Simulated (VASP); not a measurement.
Crystal: MnAs.

```
Mn As
1.0
     0.00000    2.82995    2.82995
     2.82995    0.00000    2.82995
     2.82995    2.82995    0.00000
Mn As
1 1
Cartesian
  0.0000 0.0000 0.0000
  1.4150 1.4150 1.4150
```

Base run:

- Program: VASP 6.6.1
- Functional: PBE
- Potentials or basis: VASP PAW PBE potentials, release 64 (Mn_pv, As)
- Cutoff: 520 eV
- k mesh: 12 × 12 × 12
- Occupations: gaussian, width 0.05 eV
- Spin: collinear spin, ferromagnetic start
- Starting moments: [3.89, 0.0] μB

Its results: pressure 0.1 GPa; net moment 3.71 μB per cell.

The run is repeated on the same cell with these changes: moments at the start from [3.89, 0.0] to [0.5, 0.0]. What comes out?

Pressure -13.0 GPa; net moment 0.00 μB per cell.

Caveats: a cell with one magnetic atom can't hold antiferromagnetic order, which such compounds often take (some runs).
